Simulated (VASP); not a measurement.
# AlCo (Pm-3m) in VASP: notebook

Runs on AlCo. Level: PBE. Tasks: single point.

All numbers are computed with VASP 6.6.1; they aren't measurements. Logs are shortened: lines on timing, memory, paths and dates and some standing lists are left out, and cuts for length are marked.

### 1 The cell of the first run

The structure is cubic, space group Pm-3m (No. 221). Conventional cell: a = 2.722 Å, b = 2.722 Å, c = 2.722 Å, α = 90.00°, β = 90.00°, γ = 90.00°. Within 3.1 Å of Al (site symmetry m-3m) lie 8 Co at 2.36 Å and 6 Al at 2.72 Å. Within 3.1 Å of Co (site symmetry m-3m) lie 8 Al at 2.36 Å and 6 Co at 2.72 Å.

### 2 Single point, PBE, collinear spin, ferromagnetic start

INCAR reads:

```
PREC     = Accurate       # precision mode
ENCUT    = 520            # plane-wave cutoff, eV
EDIFF    = 1E-7           # SCF threshold, eV
ISMEAR   = 1              # smearing method
SIGMA    = 0.1            # smearing width, eV
LREAL    = F              # projectors in reciprocal space
LASPH    = T              # aspherical terms in the spheres
NELM     = 150            # most SCF steps
ALGO     = Normal         # electronic algorithm
ISIF     = 2              # what is computed and relaxed
LWAVE    = F              # write WAVECAR
LCHARG   = T              # write CHGCAR
ISPIN    = 2              # spin polarisation
MAGMOM   = 0 3.2          # initial moments
LORBIT   = 11             # projections on sites
LMAXMIX  = 4              # l up to which the mixer works
GGA      = PE             # functional
LELF     = T              # ELF
LVHAR    = T            
NBANDS   = 17             # bands
```

KPOINTS reads:

```
regular mesh
0
Gamma
  10 10 10
```

POSCAR reads:

```
AlCo
1.0
    2.7221036674      0.0000000000      0.0000000000
    0.0000000000      2.7221036674      0.0000000000
    0.0000000000      0.0000000000      2.7221036674
Al Co
1 1
Direct
    0.0000000000      0.0000000000      0.0000000000
    0.5000000000      0.5000000000      0.5000000000
```

Potentials or basis: VASP PAW PBE potentials, release 64 (Al, Co).

On the command line:

```console
cat potpaw_PBE.64/Al/POTCAR potpaw_PBE.64/Co/POTCAR > POTCAR
mpirun -np 1 vasp_std > vasp.out
```

OUTCAR:

```text
PREC = Accurate
   ENCUT = 520
   EDIFF = 1E-7
   ISMEAR = 1
   LREAL = F
   LASPH = T
   NELM = 150
   ISIF = 2
   ISPIN = 2
   LORBIT = 11
   GGA = PE

 ion  position               nearest neighbor table
   1  0.000  0.000  0.000-   2 2.36   2 2.36   2 2.36   2 2.36   2 2.36   2 2.36   2 2.36   2 2.36

   2  0.500  0.500  0.500-   1 2.36   1 2.36   1 2.36   1 2.36   1 2.36   1 2.36   1 2.36   1 2.36

  LATTYP: Found a simple cubic cell.
 ALAT       =     2.7221036674

  Lattice vectors:

 A1 = (   2.7221036674,   0.0000000000,   0.0000000000)
 A2 = (   0.0000000000,   2.7221036674,   0.0000000000)
 A3 = (   0.0000000000,   0.0000000000,   2.7221036674)

Analysis of symmetry for initial positions (statically):
=====================================================================
 Subroutine PRICEL returns:
 Original cell was already a primitive cell.

 Routine SETGRP: Setting up the symmetry group for a
 simple cubic supercell.

 Subroutine GETGRP returns: Found 48 space group operations
 (whereof 48 operations were pure point group operations)
 out of a pool of 48 trial point group operations.

The static configuration has the point symmetry O_h .

Analysis of symmetry for dynamics (positions and initial velocities):
=====================================================================
 Subroutine PRICEL returns:
 Original cell was already a primitive cell.

 Routine SETGRP: Setting up the symmetry group for a
 simple cubic supercell.

 Subroutine GETGRP returns: Found 48 space group operations
 (whereof 48 operations were pure point group operations)
 out of a pool of 48 trial point group operations.

The dynamic configuration has the point symmetry O_h .

Analysis of structural, dynamic, and magnetic symmetry:
=====================================================================
 Subroutine PRICEL returns:
 Original cell was already a primitive cell.

 Routine SETGRP: Setting up the symmetry group for a
 simple cubic supercell.

 Subroutine GETGRP returns: Found 48 space group operations
 (whereof 48 operations were pure point group operations)
 out of a pool of 48 trial point group operations.

The overall configuration has the point symmetry O_h .

 Subroutine INISYM returns: Found 48 space group operations
 (whereof 48 operations are pure point group operations),
 and found     1 'primitive' translations

----------------------------------------------------------------------------------------

                                     Primitive cell

  volume of cell :      20.1704
[... 114 lines left out ...]
   GGA     = PE    functional components
   LHFCALC =     F    Hartree Fock is set to
   AEXX    =    0.0000 exact exchange contribution
   IVDW    =     0    specifies the selected vdW correction
   LEPSILON=     F    determine dielectric tensor
   LRPA    =     F    only Hartree local field effects (RPA)
 spin polarized calculation
 Methfessel and Paxton  Order N= 1 SIGMA  =   0.10
  energy-cutoff  :      520.00
  volume of cell :       20.17
 maximum number of plane-waves:       554
   NGX = 11   NGY = 11   NGZ = 11

 number of electron      12.0000003 magnetization       0.0021668

 number of electron      12.0000003 magnetization      -0.0000709

 Free energy of the ion-electron system (eV)
  ---------------------------------------------------
  ext. energy  EPLUGINS =         0.00000000
  ---------------------------------------------------
  free energy    TOTEN  =       -11.71199608 eV

  energy without entropy =      -11.71319630  energy(sigma->0) =      -11.71239615

 E-fermi :  12.5733     XC(G=0): -12.9530

 val. band max:       12.4958912410   @ k =   0.5000   0.4000   0.1000
 cond. band min:      12.6535976578   @ k =   0.5000   0.3000   0.0000
 fundamental gap:      0.1577064168
 Fermi energy:        12.5733349382

 spin component 1

 k-point     1 :       0.0000    0.0000    0.0000
  band No.  band energies     occupation
      1       0.5034      1.00000
      2       8.8993      1.00000
      3       8.8993      1.00000
      4      11.5190      1.00000
      5      11.5190      1.00000
      6      11.5190      1.00000
[... 459 lines left out ...]
      6      11.3829      1.00000
[... 9 lines left out ...]
     16      35.8881      0.00000
     17      36.7142      0.00000

 [... further k-points ...]

 spin component 2

 k-point     1 :       0.0000    0.0000    0.0000
  band No.  band energies     occupation
      1       0.5034      1.00000
      2       8.8993      1.00000
      3       8.8993      1.00000
      4      11.5189      1.00000
      5      11.5189      1.00000
      6      11.5189      1.00000
[... 459 lines left out ...]
      6      11.3828      1.00000
[... 9 lines left out ...]
     16      35.8881      0.00000
     17      36.7142      0.00000

 [... further k-points ...]

------------------------ aborting loop because EDIFF is reached ----------------------------------------

  FORCE on cell =-STRESS in cart. coord.  units (eV):
  Direction    XX          YY          ZZ          XY          YZ          ZX
  --------------------------------------------------------------------------------------
  -------------------------------------------------------------------------------------
  Total        4.2242091      4.2242091      4.2242091      0.0000000     -0.0000000     -0.0000000
  in kB      335.5382294    335.5382294    335.5382294      0.0000000     -0.0000000     -0.0000000
  external PRESSURE =     335.5382294 kB  Pullay stress =       0.0000000 kB

 VOLUME and BASIS-vectors are now :
 -----------------------------------------------------------------------------
  energy-cutoff  :      520.00
  volume of cell :       20.17
      direct lattice vectors                 reciprocal lattice vectors
     2.722103667  0.000000000  0.000000000     0.367362938  0.000000000  0.000000000
     0.000000000  2.722103667  0.000000000     0.000000000  0.367362938  0.000000000
     0.000000000  0.000000000  2.722103667     0.000000000  0.000000000  0.367362938

 POSITION                                       TOTAL-FORCE (eV/Angst)
 -----------------------------------------------------------------------------------
      0.00000      0.00000      0.00000         0.000000      0.000000      0.000000
      1.36105      1.36105      1.36105         0.000000      0.000000      0.000000
 -----------------------------------------------------------------------------------
    total drift:                               -0.000000      0.000000     -0.000000

  FREE ENERGIE OF THE ION-ELECTRON SYSTEM (eV)
  ---------------------------------------------------
  free  energy   TOTEN  =       -11.7119960806 eV

  energy  without entropy=      -11.7131962957  energy(sigma->0) =      -11.71239615

 total charge

# of ion       s       p       d       tot
------------------------------------------
    1        0.416   0.496   0.000   0.912
    2        0.492   0.635   7.619   8.746
--------------------------------------------------
tot          0.908   1.131   7.619   9.658

 magnetization (x)

# of ion       s       p       d       tot
------------------------------------------
    1       -0.000   0.000   0.000   0.000
    2        0.000   0.000  -0.000  -0.000
--------------------------------------------------
tot          0.000   0.000  -0.000  -0.000
```

It took 46 s on 1 thread of Intel Xeon 8259CL, shared host; peak memory 0.15 GiB.

What came out:

```yaml
Free_energy: -11.7120 eV
Pressure: 33.6 GPa
Band_gap_on_the_k_mesh: zero (filled and empty bands overlap)
Net_moment: 0.00 μB per cell
Valence_electrons_inside_the_program's_atomic_spheres: Al 0.91; Co 8.75
```

Levels at points of the mesh, in eV from the Fermi level:
Spin up:
```
           k point  band 2  band 3  band 4  band 5  band 6  band 7  band 8  band 9  band 10  band 11
(0.00, 0.00, 0.00)   -3.67   -3.67   -1.05   -1.05   -1.05    6.68    6.68    6.68     9.29     9.29
(0.50, 0.00, 0.00)   -7.29   -2.94   -2.09   -2.09   -0.91    0.23    8.52   11.39    11.39    13.19
(0.50, 0.50, 0.00)   -3.68   -2.99   -2.99   -1.88   -1.88   -0.31    2.85    4.29    14.40    17.06
(0.50, 0.50, 0.50)   -4.66   -4.66   -0.26   -0.26    2.37    2.37    2.37    5.44     6.09     6.09
```
Spin down:
```tsv
k point	band 4	band 5	band 6	band 7	band 8	band 9
(0.00, 0.00, 0.00)	-1.05	-1.05	-1.05	6.68	6.68	6.68
(0.50, 0.00, 0.00)	-2.09	-2.09	-0.92	0.23	8.52	11.39
(0.50, 0.50, 0.00)	-2.99	-1.88	-1.88	-0.31	2.85	4.28
(0.50, 0.50, 0.50)	-0.26	-0.26	2.37	2.37	2.37	5.44
```

Caveat: the cell stands under pressure.

### 3 Single point, PBE, collinear spin, ferromagnetic start

This run uses another cell than the first one, of 10.37 Å³/atom.

INCAR reads:

```
PREC     = Accurate       # precision mode
ENCUT    = 520            # plane-wave cutoff, eV
EDIFF    = 1E-6           # SCF threshold, eV
ISMEAR   = 1              # smearing method
SIGMA    = 0.1            # smearing width, eV
LREAL    = False          # projectors in reciprocal space
LASPH    = True           # aspherical terms in the spheres
NELM     = 150            # most SCF steps
ALGO     = Normal         # electronic algorithm
ISIF     = 2              # what is computed and relaxed
LWAVE    = False          # write WAVECAR
LCHARG   = True           # write CHGCAR
ISPIN    = 2              # spin polarisation
MAGMOM   = 0 3.2          # initial moments
LORBIT   = 11             # projections on sites
LMAXMIX  = 4              # l up to which the mixer works
GGA      = PE             # functional
LELF     = True           # ELF
LVHAR    = True         
NBANDS   = 17             # bands
```

KPOINTS is that of step 2.

POSCAR reads:

```
AlCo
1.0
    2.7470784906      0.0000000000      0.0000000000
    0.0000000000      2.7470784906      0.0000000000
    0.0000000000      0.0000000000      2.7470784906
Al Co
1 1
Direct
    0.0000000000      0.0000000000      0.0000000000
    0.5000000000      0.5000000000      0.5000000000
```

Potentials or basis: VASP PAW PBE potentials, release 64 (Al, Co).

On the command line:

```console
cat potpaw_PBE.64/Al/POTCAR potpaw_PBE.64/Co/POTCAR > POTCAR
mpirun -np 1 vasp_std > vasp.out
```

Wall time 51 s (1 thread of Intel Xeon 8259CL, shared host); peak memory 0.15 GiB.

It converged, with:

```
Free energy                                           : -11.8148 eV
Pressure                                              : 25.4 GPa
Band gap on the k mesh                                : zero (filled and empty bands overlap)
Net moment                                            : 0.00 μB per cell
Valence electrons inside the program's atomic spheres : Al 0.89; Co 8.68
```

Levels at points of the mesh, in eV from the Fermi level:
Spin up:
```csv
k point,band 3,band 4,band 5,band 6,band 7,band 8,band 9,band 10
"(0.00, 0.00, 0.00)",-3.52,-1.01,-1.01,-1.01,6.53,6.53,6.53,9.18
"(0.50, 0.00, 0.00)",-2.82,-2.02,-2.02,-0.88,0.22,8.50,11.23,11.23
"(0.50, 0.50, 0.00)",-2.93,-2.93,-1.80,-1.80,-0.30,2.76,4.11,14.06
"(0.50, 0.50, 0.50)",-4.51,-0.25,-0.25,2.37,2.37,2.37,5.16,5.93
```
Spin down:
```csv
k point,band 4,band 5,band 6,band 7,band 8,band 9
"(0.00, 0.00, 0.00)",-1.01,-1.01,-1.01,6.53,6.53,6.53
"(0.50, 0.00, 0.00)",-2.02,-2.02,-0.88,0.22,8.50,11.23
"(0.50, 0.50, 0.00)",-2.93,-1.80,-1.80,-0.30,2.76,4.11
"(0.50, 0.50, 0.50)",-0.25,-0.25,2.37,2.37,2.37,5.16
```

Caveat: the cell stands under pressure.

### 4 Single point, PBE, collinear spin, ferromagnetic start

This run uses another cell than the first one, of 10.65 Å³/atom.

INCAR reads:

```
SYSTEM = AlCo
ALGO     = Normal         ! electronic algorithm
EDIFF    = 1E-6           ! SCF threshold, eV
ENCUT    = 520            ! plane-wave cutoff, eV
GGA      = PE             ! functional
ISIF     = 2              ! what is computed and relaxed
ISMEAR   = 1              ! smearing method
ISPIN    = 2              ! spin polarisation
LASPH    = .TRUE.         ! aspherical terms in the spheres
LCHARG   = .FALSE.        ! write CHGCAR
LMAXMIX  = 4              ! l up to which the mixer works
LORBIT   = 11             ! projections on sites
LREAL    = .FALSE.        ! projectors in reciprocal space
LWAVE    = .FALSE.        ! write WAVECAR
MAGMOM   = 0 3.2          ! initial moments
NBANDS   = 17             ! bands
NELM     = 150            ! most SCF steps
PREC     = Accurate       ! precision mode
SIGMA    = 0.1            ! smearing width, eV
```

KPOINTS reads:

```
k-points
0
G
  10 10 10
  0 0 0
```

POSCAR reads:

```
AlCo
1.0
    2.7716072750      0.0000000000      0.0000000000
    0.0000000000      2.7716072750      0.0000000000
    0.0000000000      0.0000000000      2.7716072750
Al Co
1 1
Direct
    0.0000000000      0.0000000000      0.0000000000
    0.5000000000      0.5000000000      0.5000000000
```

On the command line:

```console
cat potpaw_PBE.64/Al/POTCAR potpaw_PBE.64/Co/POTCAR > POTCAR
mpirun -np 1 vasp_std > vasp.out
```

Wall time 63 s (1 thread of Intel Xeon 8259CL, shared host); peak memory 0.17 GiB.

Results (log left out):

```yaml
Free_energy: -11.8908 eV
Pressure: 18.3 GPa
Band_gap_on_the_k_mesh: zero (filled and empty bands overlap)
Net_moment: 0.00 μB per cell
Valence_electrons_inside_the_program's_atomic_spheres: Al 0.87; Co 8.62
```

Levels at points of the mesh, in eV from the Fermi level:
Spin up:
```tsv
k point	band 2	band 3	band 4	band 5	band 6	band 7	band 8	band 9	band 10	band 11
(0.00, 0.00, 0.00)	-3.38	-3.38	-0.97	-0.97	-0.97	6.39	6.39	6.39	9.07	9.07
(0.50, 0.00, 0.00)	-7.08	-2.71	-1.94	-1.94	-0.84	0.20	8.48	11.08	11.08	12.56
(0.50, 0.50, 0.00)	-3.42	-2.87	-2.87	-1.73	-1.73	-0.29	2.67	3.94	13.73	16.57
(0.50, 0.50, 0.50)	-4.37	-4.37	-0.25	-0.25	2.37	2.37	2.37	4.90	5.77	5.77
```
Spin down:
```tsv
k point	band 4	band 5	band 6	band 7	band 8	band 9
(0.00, 0.00, 0.00)	-0.97	-0.97	-0.97	6.39	6.39	6.39
(0.50, 0.00, 0.00)	-1.94	-1.94	-0.84	0.20	8.48	11.08
(0.50, 0.50, 0.00)	-2.87	-1.73	-1.73	-0.29	2.67	3.94
(0.50, 0.50, 0.50)	-0.25	-0.25	2.37	2.37	2.37	4.90
```

Caveat: the cell stands under pressure.
